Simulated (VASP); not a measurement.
# Na17F15 (a cell with a defect) in VASP: notebook

Runs on Na17F15 (a cell with a defect). Level: PBE. Tasks: single point.

Program: VASP 6.6.1. These are calculated values, not measurements. Logs are shortened: lines on timing, memory, paths and dates and some standing lists are left out, and cuts for length are marked.

**1. The cell of the first run**

The cell holds a defect, 32 atoms: a = 8.141 Å, b = 8.141 Å, c = 8.141 Å, α = 109.47°, β = 109.47°, γ = 109.47°.

**2. Single point, PBE**

Contents of INCAR:

```
SYSTEM = Na17F15
PREC     = Accurate       ! precision mode
ENCUT    = 520            ! plane-wave cutoff, eV
EDIFF    = 1E-6           ! SCF threshold, eV
ISMEAR   = 0              ! smearing method
SIGMA    = 0.01           ! smearing width, eV
LREAL    = Auto         
LASPH    = .TRUE.         ! aspherical terms in the spheres
NELM     = 80             ! most SCF steps
ALGO     = Normal         ! electronic algorithm
ISIF     = 2              ! what is computed and relaxed
LWAVE    = .FALSE.        ! write WAVECAR
LCHARG   = .FALSE.        ! write CHGCAR
GGA      = PE             ! functional
NBANDS   = 134            ! bands
NELECT   = 226.0
```

Contents of KPOINTS:

```
Automatic mesh
0
Gamma
  2 2 2
  0.5 0.5 0.5
```

Contents of POSCAR:

```
Na17F15
1.0
   -4.6999823628      4.6999823628      4.6999823628
    4.6999823628     -4.6999823628      4.6999823628
    4.6999823628      4.6999823628     -4.6999823628
Na F
17 15
Direct
    0.0000000000      0.2500000000      0.7500000000
    0.0000000000      0.5000000000      0.5000000000
    0.0000000000      0.7500000000      0.2500000000
    0.2500000000      0.0000000000      0.7500000000
    0.0000000000      0.0000000000      0.0000000000
    0.2500000000      0.2500000000      0.5000000000
    0.2247031743      0.4747031743      0.2500000000
    0.5000000000      0.7500000000      0.7500000000
    0.2247031743      0.7500000000     -0.0252968257
    0.5000000000      0.0252968257      0.5252968257
    0.5000000000      0.2500000000      0.2500000000
    0.7500000000      0.5000000000      0.7500000000
    0.5000000000      0.4747031743     -0.0252968257
    0.7752968257      0.7500000000      0.5252968257
    0.7752968257      0.0252968257      0.2500000000
    0.7500000000      0.2500000000      0.0000000000
    0.5000000000      0.7500000000      0.2500000000
    0.5000000000      0.0088879685     -0.0088879685
    0.5000000000      0.2500000000      0.7500000000
    0.7588879685      0.4911120315      0.2500000000
    0.5000000000      0.4911120315      0.5088879685
    0.7588879685      0.7500000000     -0.0088879685
    0.7588879685      0.0088879685      0.7677759369
    0.0000000000      0.2500000000      0.2500000000
    0.7588879685      0.2677759369      0.5088879685
   -0.0177759369      0.4911120315     -0.0088879685
    0.0000000000      0.7500000000      0.7500000000
    0.2411120315      0.0088879685      0.2500000000
    0.0177759369      0.0088879685      0.5088879685
    0.2411120315      0.2322240631     -0.0088879685
    0.2411120315      0.4911120315      0.7322240631
    0.2411120315      0.7500000000      0.5088879685
```

Potentials or basis: VASP PAW PBE potentials, release 64 (Na_pv, F).

The run is started by

```sh
cat potpaw_PBE.64/Na_pv/POTCAR potpaw_PBE.64/F/POTCAR > POTCAR
mpirun -np 1 vasp_std > vasp.out
```

OUTCAR:

```text
SYSTEM = Na17F15
   PREC = Accurate
   ENCUT = 520
   EDIFF = 1E-6
   ISMEAR = 0
   LREAL = Auto
   LASPH = .TRUE.
   NELM = 80
   ISIF = 2
   GGA = PE
   NELECT = 226.0

 ion  position               nearest neighbor table
   1  0.000  0.250  0.750-
   2  0.000  0.500  0.500-  20 2.27  32 2.27  31 2.27  25 2.27
   3  0.000  0.750  0.250-
   4  0.250  0.000  0.750-  18 2.27  32 2.27  30 2.27  29 2.27
   5  0.000  0.000  0.000-  22 2.27  28 2.27  23 2.27  30 2.27
   6  0.250  0.250  0.500-  21 2.27  28 2.27  29 2.27  31 2.27
   7  0.225  0.475  0.250-  24 2.11  17 2.59
   8  0.500  0.750  0.750-
   9  0.225  0.750  0.975-  27 2.11  17 2.59
  10  0.500  0.025  0.525-  19 2.11  17 2.59
  11  0.500  0.250  0.250-
  12  0.750  0.500  0.750-  21 2.27  22 2.27  25 2.27  26 2.27
  13  0.500  0.475  0.975-  19 2.11  17 2.59
  14  0.775  0.750  0.525-  27 2.11  17 2.59
  15  0.775  0.025  0.250-  24 2.11  17 2.59
  16  0.750  0.250  0.000-  18 2.27  20 2.27  23 2.27  26 2.27
  17  0.500  0.750  0.250-   7 2.59   9 2.59  10 2.59  13 2.59  14 2.59  15 2.59
  18  0.500  0.009  0.991-   4 2.27  16 2.27
  19  0.500  0.250  0.750-  10 2.11  13 2.11
  20  0.759  0.491  0.250-   2 2.27  16 2.27
  21  0.500  0.491  0.509-   6 2.27  12 2.27
  22  0.759  0.750  0.991-   5 2.27  12 2.27
  23  0.759  0.009  0.768-   5 2.27  16 2.27
  24  0.000  0.250  0.250-   7 2.11  15 2.11
  25  0.759  0.268  0.509-   2 2.27  12 2.27
  26  0.982  0.491  0.991-  12 2.27  16 2.27
  27  0.000  0.750  0.750-   9 2.11  14 2.11
  28  0.241  0.009  0.250-   5 2.27   6 2.27
  29  0.018  0.009  0.509-   4 2.27   6 2.27
  30  0.241  0.232  0.991-   4 2.27   5 2.27
  31  0.241  0.491  0.732-   2 2.27   6 2.27
  32  0.241  0.750  0.509-   2 2.27   4 2.27

  LATTYP: Found a body centered cubic cell.
 ALAT       =     9.3999647256

  Lattice vectors:

 A1 = (  -4.6999823628,   4.6999823628,   4.6999823628)
 A2 = (   4.6999823628,  -4.6999823628,   4.6999823628)
 A3 = (   4.6999823628,   4.6999823628,  -4.6999823628)

Analysis of symmetry for initial positions (statically):
=====================================================================
 Subroutine PRICEL returns:
 Original cell was already a primitive cell.

 Routine SETGRP: Setting up the symmetry group for a
 body centered cubic supercell.

 Subroutine GETGRP returns: Found 48 space group operations
 (whereof  8 operations were pure point group operations)
 out of a pool of 48 trial point group operations.

The static configuration has the point symmetry D_2d.
 The point group associated with its full space group is O_h .

Analysis of symmetry for dynamics (positions and initial velocities):
=====================================================================
 Subroutine PRICEL returns:
 Original cell was already a primitive cell.

 Routine SETGRP: Setting up the symmetry group for a
 body centered cubic supercell.

 Subroutine GETGRP returns: Found 48 space group operations
 (whereof  8 operations were pure point group operations)
 out of a pool of 48 trial point group operations.

The dynamic configuration has the point symmetry D_2d.
 The point group associated with its full space group is O_h .

 Subroutine INISYM returns: Found 48 space group operations
 (whereof  8 operations are pure point group operations),
 and found     1 'primitive' translations

----------------------------------------------------------------------------------------

                                     Primitive cell

  volume of cell :     415.2873

  direct lattice vectors                    reciprocal lattice vectors
    -4.699982363  4.699982363  4.699982363     0.000000000  0.106383378  0.106383378
     4.699982363 -4.699982363  4.699982363     0.106383378  0.000000000  0.106383378
     4.699982363  4.699982363 -4.699982363     0.106383378  0.106383378  0.000000000

  length of vectors
     8.140608247  8.140608247  8.140608247     0.150448816  0.150448816  0.150448816

  position of ions in fractional coordinates (direct lattice)
     0.000000000  0.250000000  0.750000000
     0.000000000  0.500000000  0.500000000
     0.000000000  0.750000000  0.250000000
     0.250000000  0.000000000  0.750000000
     0.000000000  0.000000000  0.000000000
     0.250000000  0.250000000  0.500000000
[... 24 lines left out ...]
     0.241112032  0.491112032  0.732224063
     0.241112032  0.750000000  0.508887968

  ion indices of the primitive-cell ions
   primitive index   ion index
                 1           1
                 2           2
                 3           3
                 4           4
                 5           5
                 6           6
[... 24 lines left out ...]
                31          31
                32          32

----------------------------------------------------------------------------------------

 KPOINTS: Automatic mesh

Automatic generation of k-mesh.
 Grid dimensions read from file:
 generate k-points for:    2    2    2

 Generating k-lattice:

  Cartesian coordinates                     Fractional coordinates (reciprocal lattice)
     0.000000000  0.053191689  0.053191689     0.500000000  0.000000000  0.000000000
     0.053191689  0.000000000  0.053191689     0.000000000  0.500000000  0.000000000
     0.053191689  0.053191689  0.000000000     0.000000000  0.000000000  0.500000000

  Length of vectors
     0.075224408  0.075224408  0.075224408

  Shift w.r.t. Gamma in fractional coordinates (k-lattice)
     0.500000000  0.500000000  0.500000000

 Subroutine IBZKPT returns following result:
 ===========================================

 Found      2 irreducible k-points:

 Following reciprocal coordinates:
            Coordinates               Weight
  0.250000  0.250000  0.250000      2.000000
 -0.250000  0.250000  0.250000      6.000000
   k-points           NKPTS =      2   k-points in BZ     NKDIM =      2   number of bands    NBANDS=    134
   number of dos      NEDOS =    301   number of ions     NIONS =     32
   total plane-waves  NPLWV = 262144
   dimension x,y,z NGX =    64 NGY =   64 NGZ =   64
   dimension x,y,z NGXF=   128 NGYF=  128 NGZF=  128
   ions per type =              17  15
   NGX,Y,Z   is equivalent  to a cutoff of  13.07, 13.07, 13.07 a.u.
   NGXF,Y,Z  is equivalent  to a cutoff of  26.14, 26.14, 26.14 a.u.
 SYSTEM =  Na17F15
   PREC   = accura    normal or accurate (medium, high low for compatibility)
   ISTART =      0    job   : 0-new  1-cont  2-samecut
   ICHARG =      2    charge: 1-file 2-atom 10-const
   ISPIN  =      1    spin polarized calculation?
   LNONCOLLINEAR =      F non collinear calculations
   LSORBIT =      F    spin-orbit coupling
   LASPH  =      T    aspherical Exc in radial PAW
   ENCUT  =  520.0 eV  38.22 Ry    6.18 a.u.  15.14 15.14 15.14*2*pi/ulx,y,z
   NELM   =     80;   NELMIN=  2; NELMDL= -5     # of ELM steps
   EDIFF  = 0.1E-05   stopping-criterion for ELM
   LREAL  =      T    real-space projection
   EDIFFG = 0.1E-04   stopping-criterion for IOM
   NSW    =      0    number of steps for IOM
   IBRION =     -1    ionic relax: 0-MD 1-quasi-New 2-CG
   NFREE  =      0    steps in history (QN), initial steepest desc. (CG)
   ISIF   =      2    stress and relaxation
   ISYM   =      2    0-nonsym 1-usesym 2-fastsym
   POTIM  = 0.5000    time-step for ionic-motion
   TEBEG  =    0.0;   TEEND  =   0.0 temperature during run
   PSTRESS=    0.0 pullay stress
   NELECT =     226.0000    total number of electrons
   NUPDOWN=      -1.0000    fix difference up-down
   EMIN   =  10.00;   EMAX   =-10.00  energy-range for DOS
   EFERMI =   0.00;   METHOD = LEGACY
   ISMEAR =     0;   SIGMA  =   0.01  broadening in eV -4-tet -1-fermi 0-gaus
   EFERMI_NEDOS =   21; number of points for ismear=-14 and -15
   IALGO  =     38    algorithm
   IMIX   =      4    mixing-type and parameters
     AMIX     =   0.40;   BMIX     =  1.00
     AMIX_MAG =   1.60;   BMIX_MAG =  1.00
  volume/ion in A,a.u.               =      12.98        87.58
  Fermi-wavevector in a.u.,A,eV,Ry     =   1.336579  2.525769 24.306052  1.786444
  Thomas-Fermi vector in A             =   2.465195
   LORBIT       =      0    0 simple, 1 ext, 2 COOP (PROOUT), +10 PAW based schemes
   GGA     = PE    functional components
   LHFCALC =     F    Hartree Fock is set to
   AEXX    =    0.0000 exact exchange contribution
   IVDW    =     0    specifies the selected vdW correction
   LEPSILON=     F    determine dielectric tensor
   LRPA    =     F    only Hartree local field effects (RPA)
 non-spin polarized calculation
 Gauss-broadening in eV      SIGMA  =   0.01
  energy-cutoff  :      520.00
  volume of cell :      415.29
 maximum number of plane-waves:     11205
 NGX is ok and might be reduce to    64
   NGX = 31   NGY = 31   NGZ = 31

 number of electron     225.9999741 magnetization

 Free energy of the ion-electron system (eV)
  ---------------------------------------------------
  ext. energy  EPLUGINS =         0.00000000
  ---------------------------------------------------
  free energy    TOTEN  =      -117.08720418 eV

  energy without entropy =     -117.08334762  energy(sigma->0) =     -117.08527590

 E-fermi :   5.0349     XC(G=0):  -9.2613

 val. band max:        4.8535378461   @ k =  -0.2500   0.2500   0.2500
 cond. band min:       5.0379179035   @ k =   0.2500   0.2500   0.2500
 fundamental gap:      0.1843800573
 Fermi energy:         5.0348726845

 k-point     1 :       0.2500    0.2500    0.2500
  band No.  band energies     occupation
      1     -22.2675      2.00000
      2     -22.2675      2.00000
      3     -22.2675      2.00000
      4     -21.7764      2.00000
      5     -21.7749      2.00000
      6     -21.7749      2.00000
[... 117 lines left out ...]
    124       8.5343      0.00000
    125       8.9367      0.00000

 k-point     2 :      -0.2500    0.2500    0.2500
  band No.  band energies     occupation
      1     -22.3318      2.00000
      2     -22.2509      2.00000
      3     -22.1840      2.00000
      4     -21.8950      2.00000
      5     -21.8868      2.00000
      6     -21.8868      2.00000
[... 117 lines left out ...]
    124       8.9585      0.00000
    125       9.1452      0.00000
 [bands above 125 left out]

------------------------ aborting loop because EDIFF is reached ----------------------------------------

  FORCE on cell =-STRESS in cart. coord.  units (eV):
  Direction    XX          YY          ZZ          XY          YZ          ZX
  --------------------------------------------------------------------------------------
  -------------------------------------------------------------------------------------
  Total       30.6990584     30.6990584     30.6990584     -0.0000000     -0.0000000      0.0000000
  in kB      118.4368810    118.4368810    118.4368810     -0.0000000     -0.0000000      0.0000000
  external PRESSURE =     118.4368810 kB  Pullay stress =       0.0000000 kB

 VOLUME and BASIS-vectors are now :
 -----------------------------------------------------------------------------
  energy-cutoff  :      520.00
  volume of cell :      415.29
      direct lattice vectors                 reciprocal lattice vectors
    -4.699982363  4.699982363  4.699982363     0.000000000  0.106383378  0.106383378
     4.699982363 -4.699982363  4.699982363     0.106383378  0.000000000  0.106383378
     4.699982363  4.699982363 -4.699982363     0.106383378  0.106383378  0.000000000

 POSITION                                       TOTAL-FORCE (eV/Angst)
 -----------------------------------------------------------------------------------
      4.69998      2.34999     -2.34999        -0.000000     -0.000000     -0.000000
      4.69998      0.00000      0.00000        -0.000000     -0.000000     -0.000000
      4.69998     -2.34999      2.34999        -0.000000     -0.000000     -0.000000
      2.34999      4.69998     -2.34999        -0.000000     -0.000000     -0.000000
      0.00000      0.00000      0.00000         0.000000     -0.000000     -0.000000
      2.34999      2.34999      0.00000        -0.000000     -0.000000     -0.000000
[... 24 lines left out ...]
      4.61644      2.26644     -0.00000         0.008611      0.008611     -0.000000
      4.78353      0.00000      2.26644        -0.008611     -0.000000      0.008611
 -----------------------------------------------------------------------------------
    total drift:                                0.000003     -0.000005      0.000003

  FREE ENERGIE OF THE ION-ELECTRON SYSTEM (eV)
  ---------------------------------------------------
  free  energy   TOTEN  =      -117.0872041752 eV

  energy  without entropy=     -117.0833476172  energy(sigma->0) =     -117.08527590
```

It took 3.1 min on 1 thread of Intel Xeon 6975P-C (Granite Rapids), shared host; peak memory 0.55 GiB.

Results:

```
Free energy   : -117.0872 eV
Largest force : 0.025 eV/Å
```

Forces on the atoms (eV/Å):
```
Na   0.000  0.000  0.000
Na   0.000  0.000  0.000
Na   0.000  0.000  0.000
Na   0.000  0.000  0.000
Na   0.000  0.000  0.000
Na   0.000  0.000  0.000
Na   0.000  0.000  0.025
Na   0.000  0.000  0.000
Na   0.000  0.025  0.000
Na  -0.025  0.000  0.000
Na   0.000  0.000  0.000
Na   0.000  0.000  0.000
Na   0.025  0.000  0.000
Na   0.000 -0.025  0.000
Na   0.000  0.000 -0.025
Na   0.000  0.000  0.000
Na   0.000  0.000  0.000
F    0.000  0.009 -0.009
F    0.000  0.000  0.000
F    0.009 -0.009  0.000
F    0.000 -0.009  0.009
F    0.009  0.000 -0.009
F   -0.009 -0.009  0.000
F    0.000  0.000  0.000
F   -0.009  0.000 -0.009
F    0.000  0.009  0.009
F    0.000  0.000  0.000
F   -0.009  0.009  0.000
F    0.000 -0.009 -0.009
F    0.009  0.000  0.009
F    0.009  0.009  0.000
F   -0.009  0.000  0.009
```

Caveat: the k points lie up to 0.47 Å⁻¹ apart; the cell carries a net charge on a neutralising background, which shifts energy and pressure; the cell is charged against a uniform background, so pressure and absolute levels hang on convention.

(Continued in part 2 of 2.)
